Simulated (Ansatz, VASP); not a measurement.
# MgSe in VASP and in Ansatz

```xyz
2
Lattice="0.0000 2.7072 2.7072 2.7072 0.0000 2.7072 2.7072 2.7072 0.0000" Properties=species:S:1:pos:R:3 pbc="T T T"
Mg    0.0000    0.0000    0.0000
Se    2.7072    2.7072    2.7072
```

Change from the starting cell: volume scaled by 0.98.

Alike in both runs: task single point; functional PBE; k mesh 8 × 8 × 8; occupations fermi-dirac, width 0.02 eV; no spin polarisation.

|  | VASP | Ansatz |
| --- | --- | --- |
| version | VASP 6.6.1 | Ansatz 0.2.0 |
| potentials or method | VASP PAW PBE potentials, release 64 (Mg, Se), cutoff 600 eV | all-electron LAPW, scalar-relativistic |

|  | VASP | Ansatz | Ansatz less VASP |
| --- | --- | --- | --- |
| gap on the k mesh at the Fermi level (eV) | 1.84 | 1.85 | +0.017 |
| pressure (GPa) | 3.4 | 3.5 | +0.12 |

Ansatz ran all-electron here, and VASP with PAW potentials.
